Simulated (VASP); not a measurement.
# W3N4 (Pm-3m) in VASP: further runs

Runs on W3N4. Level: PBE. Tasks: single point.

Everything below comes from runs of VASP 6.6.1. Logs are shortened: lines on timing, memory, paths and dates and some standing lists are left out, and cuts for length are marked.

### 1 The cell of the first run

It takes space group Pm-3m (No. 221, cubic). The conventional cell has a = 4.122 Å, b = 4.122 Å, c = 4.122 Å, α = 90.00°, β = 90.00°, γ = 90.00°. W (site symmetry 4/mmm) has 6 N at 2.06 Å within 2.7 Å. N (site symmetry m-3m) has 6 W at 2.06 Å within 2.7 Å. Within 2.7 Å of N (site symmetry 4/mmm) lie 4 W at 2.06 Å.

### 2 Single point, PBE

The input, INCAR:

```
SYSTEM = W3N4
PREC = Accurate
ENCUT = 1330
EDIFF = 1E-6
ISMEAR = 0
SIGMA = 0.2
LREAL = .FALSE.
LASPH = .TRUE.
NELM = 120
ALGO = Normal
ISIF = 2
LWAVE = .FALSE.
LCHARG = .FALSE.
GGA = PE
NBANDS = 40
GGA_COMPAT = .FALSE.
```

The input, KPOINTS:

```
regular mesh
0
G
  10 10 10
  0 0 0
```

The input, POSCAR:

```
W3N4
1.0
    4.1220000000      0.0000000000      0.0000000000
    0.0000000000      4.1220000000      0.0000000000
    0.0000000000      0.0000000000      4.1220000000
W N
3 4
Direct
    0.5000000000      0.5000000000      0.0000000000
    0.0000000000      0.5000000000      0.5000000000
    0.5000000000      0.0000000000      0.5000000000
    0.5000000000      0.5000000000      0.5000000000
    0.5000000000      0.0000000000      0.0000000000
    0.0000000000      0.5000000000      0.0000000000
    0.0000000000      0.0000000000      0.5000000000
```

Potentials or basis: VASP PAW PBE potentials, release 64 (W_sv, N_h).

Launch:

```bash
> cat potpaw_PBE.64/W_sv/POTCAR potpaw_PBE.64/N_h/POTCAR > POTCAR
> mpirun -np 1 vasp_std > vasp.out
```

OUTCAR:

```text
SYSTEM = W3N4
   PREC = Accurate
   ENCUT = 1330
   EDIFF = 1E-6
   ISMEAR = 0
   LREAL = .FALSE.
   LASPH = .TRUE.
   NELM = 120
   ISIF = 2
   GGA = PE

 ion  position               nearest neighbor table
   1  0.500  0.500  0.000-   4 2.06   5 2.06   6 2.06   4 2.06   5 2.06   6 2.06   3 2.91   3 2.91
                             3 2.91   2 2.91   3 2.91   2 2.91   2 2.91   2 2.91
   2  0.000  0.500  0.500-   4 2.06   6 2.06   7 2.06   6 2.06   7 2.06   4 2.06   3 2.91   3 2.91
                             1 2.91   1 2.91   3 2.91   1 2.91   1 2.91   3 2.91
   3  0.500  0.000  0.500-   4 2.06   5 2.06   7 2.06   5 2.06   4 2.06   7 2.06   2 2.91   1 2.91
                             2 2.91   1 2.91   1 2.91   2 2.91   1 2.91   2 2.91
   4  0.500  0.500  0.500-   1 2.06   2 2.06   3 2.06   1 2.06   3 2.06   2 2.06
   5  0.500  0.000  0.000-   1 2.06   3 2.06   3 2.06   1 2.06
   6  0.000  0.500  0.000-   1 2.06   2 2.06   2 2.06   1 2.06
   7  0.000  0.000  0.500-   2 2.06   3 2.06   2 2.06   3 2.06

  LATTYP: Found a simple cubic cell.
 ALAT       =     4.1220000000

  Lattice vectors:

 A1 = (   4.1220000000,   0.0000000000,   0.0000000000)
 A2 = (   0.0000000000,   4.1220000000,   0.0000000000)
 A3 = (   0.0000000000,   0.0000000000,   4.1220000000)

Analysis of symmetry for initial positions (statically):
=====================================================================
 Subroutine PRICEL returns:
 Original cell was already a primitive cell.

 Routine SETGRP: Setting up the symmetry group for a
 simple cubic supercell.

 Subroutine GETGRP returns: Found 48 space group operations
 (whereof 48 operations were pure point group operations)
 out of a pool of 48 trial point group operations.

The static configuration has the point symmetry O_h .

Analysis of symmetry for dynamics (positions and initial velocities):
=====================================================================
 Subroutine PRICEL returns:
 Original cell was already a primitive cell.

 Routine SETGRP: Setting up the symmetry group for a
 simple cubic supercell.

 Subroutine GETGRP returns: Found 48 space group operations
 (whereof 48 operations were pure point group operations)
 out of a pool of 48 trial point group operations.

The dynamic configuration has the point symmetry O_h .

 Subroutine INISYM returns: Found 48 space group operations
 (whereof 48 operations are pure point group operations),
 and found     1 'primitive' translations

----------------------------------------------------------------------------------------

                                     Primitive cell

  volume of cell :      70.0364

  direct lattice vectors                    reciprocal lattice vectors
     4.122000000  0.000000000  0.000000000     0.242600679  0.000000000  0.000000000
     0.000000000  4.122000000  0.000000000     0.000000000  0.242600679  0.000000000
     0.000000000  0.000000000  4.122000000     0.000000000  0.000000000  0.242600679

  length of vectors
     4.122000000  4.122000000  4.122000000     0.242600679  0.242600679  0.242600679

  position of ions in fractional coordinates (direct lattice)
     0.500000000  0.500000000  0.000000000
     0.000000000  0.500000000  0.500000000
     0.500000000  0.000000000  0.500000000
     0.500000000  0.500000000  0.500000000
     0.500000000  0.000000000  0.000000000
     0.000000000  0.500000000  0.000000000
     0.000000000  0.000000000  0.500000000

  ion indices of the primitive-cell ions
   primitive index   ion index
                 1           1
                 2           2
                 3           3
                 4           4
                 5           5
                 6           6
                 7           7

----------------------------------------------------------------------------------------

 KPOINTS: regular mesh

Automatic generation of k-mesh.
 Grid dimensions read from file:
 generate k-points for:   10   10   10

 Generating k-lattice:

  Cartesian coordinates                     Fractional coordinates (reciprocal lattice)
     0.024260068  0.000000000  0.000000000     0.100000000  0.000000000  0.000000000
     0.000000000  0.024260068  0.000000000     0.000000000  0.100000000  0.000000000
     0.000000000  0.000000000  0.024260068     0.000000000  0.000000000  0.100000000

  Length of vectors
     0.024260068  0.024260068  0.024260068

  Shift w.r.t. Gamma in fractional coordinates (k-lattice)
     0.000000000  0.000000000  0.000000000

 Subroutine IBZKPT returns following result:
 ===========================================

 Found     56 irreducible k-points:

 Following reciprocal coordinates:
            Coordinates               Weight
  0.000000  0.000000  0.000000      1.000000
  0.100000  0.000000  0.000000      6.000000
  0.200000  0.000000  0.000000      6.000000
  0.300000  0.000000  0.000000      6.000000
  0.400000  0.000000  0.000000      6.000000
  0.500000  0.000000  0.000000      3.000000
[... 16 lines left out ...]
  0.200000  0.100000  0.100000     24.000000
  0.300000  0.100000  0.100000     24.000000
 [... further k-points ...]
   k-points           NKPTS =     56   k-points in BZ     NKDIM =     56   number of bands    NBANDS=     40
   number of dos      NEDOS =    301   number of ions     NIONS =      7
   total plane-waves  NPLWV = 125000
   dimension x,y,z NGX =    50 NGY =   50 NGZ =   50
   dimension x,y,z NGXF=   100 NGYF=  100 NGZF=  100
   ions per type =               3   4
   NGX,Y,Z   is equivalent  to a cutoff of  20.17, 20.17, 20.17 a.u.
   NGXF,Y,Z  is equivalent  to a cutoff of  40.33, 40.33, 40.33 a.u.
 SYSTEM =  W3N4
   PREC   = accura    normal or accurate (medium, high low for compatibility)
   ISTART =      0    job   : 0-new  1-cont  2-samecut
   ICHARG =      2    charge: 1-file 2-atom 10-const
   ISPIN  =      1    spin polarized calculation?
   LNONCOLLINEAR =      F non collinear calculations
   LSORBIT =      F    spin-orbit coupling
   LASPH  =      T    aspherical Exc in radial PAW
   ENCUT  = 1330.0 eV  97.75 Ry    9.89 a.u.  12.26 12.26 12.26*2*pi/ulx,y,z
   NELM   =    120;   NELMIN=  2; NELMDL= -5     # of ELM steps
   EDIFF  = 0.1E-05   stopping-criterion for ELM
   LREAL  =      F    real-space projection
   EDIFFG = 0.1E-04   stopping-criterion for IOM
   NSW    =      0    number of steps for IOM
   IBRION =     -1    ionic relax: 0-MD 1-quasi-New 2-CG
   NFREE  =      0    steps in history (QN), initial steepest desc. (CG)
   ISIF   =      2    stress and relaxation
   ISYM   =      2    0-nonsym 1-usesym 2-fastsym
   POTIM  = 0.5000    time-step for ionic-motion
   TEBEG  =    0.0;   TEEND  =   0.0 temperature during run
   PSTRESS=    0.0 pullay stress
   NELECT =      62.0000    total number of electrons
   NUPDOWN=      -1.0000    fix difference up-down
   EMIN   =  10.00;   EMAX   =-10.00  energy-range for DOS
   EFERMI =   0.00;   METHOD = LEGACY
   ISMEAR =     0;   SIGMA  =   0.20  broadening in eV -4-tet -1-fermi 0-gaus
   EFERMI_NEDOS =   21; number of points for ismear=-14 and -15
   IALGO  =     38    algorithm
   IMIX   =      4    mixing-type and parameters
     AMIX     =   0.40;   BMIX     =  1.00
     AMIX_MAG =   1.60;   BMIX_MAG =  1.00
  volume/ion in A,a.u.               =      10.01        67.52
  Fermi-wavevector in a.u.,A,eV,Ry     =   1.571921  2.970500 33.619124  2.470936
  Thomas-Fermi vector in A             =   2.673433
   LORBIT       =      0    0 simple, 1 ext, 2 COOP (PROOUT), +10 PAW based schemes
   GGA     = PE    functional components
   LHFCALC =     F    Hartree Fock is set to
   AEXX    =    0.0000 exact exchange contribution
   IVDW    =     0    specifies the selected vdW correction
   LEPSILON=     F    determine dielectric tensor
   LRPA    =     F    only Hartree local field effects (RPA)
 non-spin polarized calculation
 Gauss-broadening in eV      SIGMA  =   0.20
  energy-cutoff  :     1330.00
  volume of cell :       70.04
 maximum number of plane-waves:      7809
 NGX is ok and might be reduce to    50
   NGX = 25   NGY = 25   NGZ = 25

 number of electron      61.9999999 magnetization

 Free energy of the ion-electron system (eV)
  ---------------------------------------------------
  ext. energy  EPLUGINS =         0.00000000
  ---------------------------------------------------
  free energy    TOTEN  =       -72.22022840 eV

  energy without entropy =      -72.16550290  energy(sigma->0) =      -72.19286565

 E-fermi :  11.9929     XC(G=0): -13.3986

 val. band max:       11.9875616153   @ k =   0.5000   0.0000   0.0000
 cond. band min:      11.9935529341   @ k =   0.5000   0.1000   0.1000
 fundamental gap:      0.0059913188
 Fermi energy:        11.9928840451

 k-point     1 :       0.0000    0.0000    0.0000
  band No.  band energies     occupation
      1     -63.7712      2.00000
      2     -63.6823      2.00000
      3     -63.6823      2.00000
      4     -28.5107      2.00000
      5     -28.5107      2.00000
      6     -28.5107      2.00000
[... 32 lines left out ...]
     39      14.9543      0.00000
     40      14.9543      0.00000

 k-point     2 :       0.1000    0.0000    0.0000
  band No.  band energies     occupation
      1     -63.7693      2.00000
      2     -63.6843      2.00000
      3     -63.6824      2.00000
      4     -28.5022      2.00000
      5     -28.5022      2.00000
      6     -28.4980      2.00000
[... 32 lines left out ...]
     39      14.8770      0.00000
     40      14.9552      0.00000

 k-point     3 :       0.2000    0.0000    0.0000
  band No.  band energies     occupation
      1     -63.7638      2.00000
      2     -63.6898      2.00000
      3     -63.6823      2.00000
      4     -28.4786      2.00000
      5     -28.4786      2.00000
      6     -28.4611      2.00000
[... 853 lines left out ...]
  band No.  band energies     occupation
      1     -63.7603      2.00000
      2     -63.6905      2.00000
      3     -63.6852      2.00000
      4     -28.5472      2.00000
      5     -28.4313      2.00000
      6     -28.3909      2.00000
[... 32 lines left out ...]
     39      14.8030      0.00000
     40      15.1818      0.00000

 k-point    24 :       0.3000    0.1000    0.1000
  band No.  band energies     occupation
      1     -63.7523      2.00000
      2     -63.6984      2.00000
      3     -63.6851      2.00000
      4     -28.5395      2.00000
      5     -28.3992      2.00000
      6     -28.3204      2.00000
[... 32 lines left out ...]
     39      15.1790      0.00000
     40      15.4305      0.00000

 [... further k-points ...]

------------------------ aborting loop because EDIFF is reached ----------------------------------------

  FORCE on cell =-STRESS in cart. coord.  units (eV):
  Direction    XX          YY          ZZ          XY          YZ          ZX
  --------------------------------------------------------------------------------------
  -------------------------------------------------------------------------------------
  Total       12.6236575     12.6236575     12.6236575      0.0000000      0.0000000     -0.0000000
  in kB      288.7831334    288.7831334    288.7831334      0.0000000      0.0000000     -0.0000000
  external PRESSURE =     288.7831334 kB  Pullay stress =       0.0000000 kB

 VOLUME and BASIS-vectors are now :
 -----------------------------------------------------------------------------
  energy-cutoff  :     1330.00
  volume of cell :       70.04
      direct lattice vectors                 reciprocal lattice vectors
     4.122000000  0.000000000  0.000000000     0.242600679  0.000000000  0.000000000
     0.000000000  4.122000000  0.000000000     0.000000000  0.242600679  0.000000000
     0.000000000  0.000000000  4.122000000     0.000000000  0.000000000  0.242600679

 POSITION                                       TOTAL-FORCE (eV/Angst)
 -----------------------------------------------------------------------------------
      2.06100      2.06100      0.00000         0.000000      0.000000      0.000000
      0.00000      2.06100      2.06100         0.000000      0.000000      0.000000
      2.06100      0.00000      2.06100         0.000000      0.000000      0.000000
      2.06100      2.06100      2.06100         0.000000      0.000000      0.000000
      2.06100      0.00000      0.00000         0.000000      0.000000      0.000000
      0.00000      2.06100      0.00000         0.000000      0.000000      0.000000
      0.00000      0.00000      2.06100         0.000000      0.000000      0.000000
 -----------------------------------------------------------------------------------
    total drift:                                0.000000      0.000000      0.000000

  FREE ENERGIE OF THE ION-ELECTRON SYSTEM (eV)
  ---------------------------------------------------
  free  energy   TOTEN  =       -72.2202283962 eV

  energy  without entropy=      -72.1655029039  energy(sigma->0) =      -72.19286565
```

It took 15 min on 1 thread of Intel Xeon Platinum 8259CL at 2.50GHz (Skylake/Cascade Lake), shared host; peak memory 0.67 GiB.

Results:

```
Free energy            : -72.2202 eV
Pressure               : 28.9 GPa
Band gap on the k mesh : zero (bands 31 and 32 overlap by 2.71 eV)
```

Levels at points of the mesh, in eV from the Fermi level:
| k point | band 27 | band 28 | band 29 | band 30 | band 31 | band 32 | band 33 | band 34 | band 35 | band 36 |
| --- | --- | --- | --- | --- | --- | --- | --- | --- | --- | --- |
| (0.00, 0.00, 0.00) | -3.50 | -3.50 | -2.23 | -2.23 | -2.23 | -0.87 | -0.87 | -0.87 | -0.27 | -0.27 |
| (0.50, 0.00, 0.00) | -3.71 | -3.71 | -3.55 | -1.78 | -0.01 | -0.01 | 0.03 | 0.23 | 0.23 | 2.17 |
| (0.50, 0.50, 0.00) | -5.75 | -1.58 | -0.55 | 0.38 | 0.39 | 0.57 | 0.57 | 1.40 | 1.40 | 2.33 |
| (0.50, 0.50, 0.50) | -2.98 | -2.98 | 1.25 | 1.25 | 1.25 | 1.83 | 1.83 | 1.83 | 2.81 | 2.81 |

Caveat: the cell stands under pressure; spin-orbit coupling is left out, which moves the levels of the heavy elements.

### 3 Single point, PBE

The input, INCAR:

```
PREC = Accurate ; ENCUT = 1330
EDIFF = 1E-6 ; ISMEAR = 0
SIGMA = 0.1 ; LREAL = F
LASPH = T ; NELM = 120
ALGO = Normal ; ISIF = 2
LWAVE = F ; LCHARG = F
GGA = PE ; NBANDS = 40
GGA_COMPAT = F
```

The input, KPOINTS:

```
Automatic mesh
0
Gamma
  8 8 8
  0.5 0.5 0.5
```

POSCAR is that of step 2.

Potentials or basis: VASP PAW PBE potentials, release 64 (W_sv, N_h).

Launch:

```bash
> cat potpaw_PBE.64/W_sv/POTCAR potpaw_PBE.64/N_h/POTCAR > POTCAR
> mpirun -np 1 vasp_std > vasp.out
```

Run time: 2 min. Hardware: 1 thread of Intel Xeon Platinum 8559C (Emerald Rapids), shared host; peak memory 0.44 GiB.

It converged, with:

```
Free energy            : -72.2169 eV
Pressure               : 28.7 GPa
Band gap on the k mesh : zero (bands 31 and 32 overlap by 2.51 eV)
```

Levels at points of the mesh, in eV from the Fermi level:
| k point | band 28 | band 29 | band 30 | band 31 | band 32 | band 33 | band 34 | band 35 |
| --- | --- | --- | --- | --- | --- | --- | --- | --- |
| (0.06, 0.06, 0.06) | -3.62 | -2.91 | -2.58 | -2.58 | -0.73 | -0.73 | -0.50 | 0.21 |

Caveat: the cell stands under pressure; spin-orbit coupling is left out, which moves the levels of the heavy elements.

The gap in the log of VASP goes by the Fermi energy; the results here count the filled bands.